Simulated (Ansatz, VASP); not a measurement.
**One calculation of CaO, two programs**

```
Ca O
1.0
     0.00000    2.60673    2.67581
     2.60673    0.00000    2.67581
     2.60673    2.60673    0.00000
Ca O
1 1
Direct
  0.00000 0.00000 0.00000
  0.25000 0.25000 0.25000
```

Change from the starting cell: uniaxial_z strain +2.6%.

Alike in both runs: task single point; functional r2SCAN; k mesh 8 × 8 × 8; no spin polarisation.

|  | VASP | Ansatz |
| --- | --- | --- |
| version | VASP 6.6.1 | Ansatz 0.2.0 |
| potentials or method | VASP PAW PBE potentials, release 64 (Ca_sv, O) | plane waves, PAW |
| plane-wave cutoff (eV) | 520 | 500 |
| occupations | gaussian, width 0.01 eV | fixed |
| valence electrons in the cell | 16 | 16 |

|  | VASP | Ansatz | Ansatz less VASP |
| --- | --- | --- | --- |
| gap on the k mesh at the Fermi level (eV) | 3.62 | 3.64 | +0.024 |
| pressure (GPa) | -1.3 | -2.1 | -0.84 |
| traceless stress, the component that is largest in VASP (GPa) | -0.35 | -0.38 | -0.030 |

VASP's potentials were made for PBE, not for r2SCAN.
